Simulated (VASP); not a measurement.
Here is a VASP 6.6.1 calculation.

INCAR

```
PREC = Accurate
ENCUT = 600
EDIFF = 1E-6
ISMEAR = 0
SIGMA = 0.1
LREAL = False
LASPH = True
NELM = 100
ALGO = Normal
ISIF = 3
LWAVE = False
LCHARG = False
GGA = PE
IBRION = 2
NSW = 100
EDIFFG = -0.005
```

Contents of KPOINTS:

```
Automatic mesh
0
Gamma
  18 18 6
```

File POSCAR:

```
Ag
1.0
    2.9111314733      0.0000000000      0.0000000000
   -1.4555657366      2.5211138096      0.0000000000
    0.0000000000      0.0000000000      9.4637087400
Ag
4
Direct
    0.0000000000      0.0000000000      0.0000000000
    0.0000000000      0.0000000000      0.5000000000
    0.3333333300      0.6666666700      0.2500000000
    0.6666666700      0.3333333300      0.7500000000
```

Potentials or basis: VASP PAW PBE potentials, release 64 (Ag).

Command:

```sh
$ cat potpaw_PBE.64/Ag/POTCAR > POTCAR
$ mpirun -np 1 vasp_std > vasp.out
```

Task: What does it give for the relaxed volume?

Result: 17.84 Å³/atom.

Task: Predict the relaxed cell.

Result: a = 2.933 Å, b = 2.933 Å, c = 9.582 Å, α = 90.00°, β = 90.00°, γ = 120.00°.

Task: Predict the space group after relaxing (to 0.05 Å).

Result: P6_3/mmc (No. 194).

The path:
| step | energy change (eV) | largest force (eV/Å) | pressure (GPa) | volume (Å³) |
| --- | --- | --- | --- | --- |
| 1 | 0.0000 | 0.0000 | 2.62 | 69.46 |
| 2 | -0.0113 | 0.0000 | -1.23 | 72.35 |
| 3 | -0.0151 | 0.0000 | 0.00 | 71.35 |
| 4 | -0.0151 | 0.0000 | -0.06 | 71.39 |
| 5 | -0.0152 | 0.0000 | -0.04 | 71.38 |
| 6 | -0.0152 | 0.0000 | -0.03 | 71.38 |
